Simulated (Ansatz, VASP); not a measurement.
Ge: VASP beside Ansatz

Contents of INCAR:

```
SYSTEM = Ge
  PREC = Accurate
  ENCUT = 520
  EDIFF = 1E-6
  ISMEAR = 0
  SIGMA = 0.1
  LREAL = .FALSE.
  LASPH = .TRUE.
  NELM = 100
  ALGO = Normal
  ISIF = 2
  LWAVE = .FALSE.
  LCHARG = .FALSE.
  GGA = PE
  NBANDS = 51
```

File KPOINTS:

```
Automatic mesh
0
G
  6 6 2
  0 0 0
```

Contents of POSCAR:

```
Ge
1.0
    3.6671355600      0.0000000000      0.0000000000
   -1.8335677800      3.1758325500      0.0000000000
    0.0000000000      0.0000000000      9.3342282500
Ge
6
Direct
    0.0000000000      0.0000000000      0.5000000000
    0.0000000000      0.0000000000      0.0000000000
    0.6666666700      0.3333333300      0.3797952800
    0.3333333300      0.6666666700      0.6202047200
    0.3333333300      0.6666666700      0.8797952800
    0.6666666700      0.3333333300      0.1202047200
```

Input for Ansatz:

```yaml
crystal:
  lattice:
    - [3.66713556, 0.0, 0.0]
    - [-1.83356778, 3.17583255, 0.0]
    - [0.0, 0.0, 9.33422825]
  atoms:
    - { symbol: Ge, position: [0.0, 0.0, 0.5] }
    - { symbol: Ge, position: [0.0, 0.0, 0.0] }
    - { symbol: Ge, position: [0.66666667, 0.33333333, 0.37979528] }
    - { symbol: Ge, position: [0.33333333, 0.66666667, 0.62020472] }
    - { symbol: Ge, position: [0.33333333, 0.66666667, 0.87979528] }
    - { symbol: Ge, position: [0.66666667, 0.33333333, 0.12020472] }
basis:
  ecutwfc: 420
kpoints:
  mp_grid: { grid: [6, 6, 2] }
hamiltonian:
  xc: pbe
scf:
  occupations: { method: gaussian, width: 0.1 }
  lower_state_search: "off"
output:
  forces: true
  stress: true
  eigenvalues: true
```

Alike in both runs: task single point; functional PBE; k mesh 6 × 6 × 2; occupations gaussian, width 0.1 eV; no spin polarisation.

```csv
,VASP,Ansatz
version,VASP 6.6.1,Ansatz 0.2.0
potentials or method,"VASP PAW PBE potentials, release 64 (Ge_d), cutoff 520 eV","scalar-relativistic, plane waves, PAW"
valence electrons in the cell,84,84
```

|  | VASP | Ansatz | Ansatz less VASP |
| --- | --- | --- | --- |
| gap on the k mesh at the Fermi level (eV) | none | none | - |
| pressure (GPa) | 26.9 | 27.1 | +0.18 |
| traceless stress, the component that is largest in VASP (GPa) | -3.58 | -3.53 | +0.045 |
| rms of the force components (eV/Å) | 0.996 | 0.992 | -0.0038 |

Atom by atom the forces differ by 0.004 eV/Å (rms over components). A gap of «none» marks a metal or a gap that the smearing closes.
